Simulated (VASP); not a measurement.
# Hf: relaxation of shape and atoms at fixed volume with PBEsol

Crystal: Hf.

```
Hf
1.0
     3.26389    0.00000    0.00000
    -1.63194    2.82661    0.00000
     0.00000    0.00000    5.15120
Hf
2
Direct
  0.33333 0.66667 0.25000
  0.66667 0.33333 0.75000
```

```
Program                : VASP 6.6.1
Task                   : relaxation of shape and atoms at fixed volume
Functional             : PBEsol
Potentials or basis    : VASP PAW PBE potentials, release 64 (Hf_pv)
Cutoff                 : 600 eV
k mesh                 : 18 × 18 × 8
Occupations            : gaussian, width 0.1 eV
Spin                   : no spin polarisation
Dipole correction      : no
Further INCAR settings : ALGO = Fast; EDIFF = 1e-06; IBRION = 2; EDIFFG = -0.01; NSW = 50; ISIF = 4
```

```
Energy gained by relaxing : 0.0 meV/atom
Ionic steps               : 2
Pressure after relaxing   : -9.5 GPa
Band gap on the k mesh    : zero (bands 10 and 11 overlap by 1.56 eV)
```

Final structure:
```yaml
crystal:
  lattice:
    - [3.26535, 0.00000, 0.00000]
    - [-1.63268, 2.82788, 0.00000]
    - [0.00000, 0.00000, 5.14657]
  atoms:
    - { symbol: Hf, position: [0.33333, 0.66667, 0.25000] }
    - { symbol: Hf, position: [0.66667, 0.33333, 0.75000] }
```

Levels at points of the mesh, in eV from the Fermi level:
```csv
k point,band 8,band 9,band 10,band 11,band 12,band 13
"(0.00, 0.00, 0.00)",-3.53,0.50,1.13,1.13,1.43,1.90
"(0.50, 0.00, 0.00)",-2.55,-2.05,-0.89,0.75,0.81,1.58
"(0.00, 0.00, 0.50)",-5.30,0.17,0.17,1.02,1.02,1.02
"(0.50, 0.00, 0.50)",-3.23,-0.89,-0.89,1.00,1.00,2.48
```

Run time: 3.2 min on 1 thread of Intel(R) Xeon(R) Platinum 8375C CPU @ 2.90GHz (Ice Lake) (shared host), peak memory 0.29 GiB.

Caveat: the PAW data sets were made with another functional, which shifts forces and pressure a little; spin-orbit coupling is left out, which moves the levels of the heavy elements.
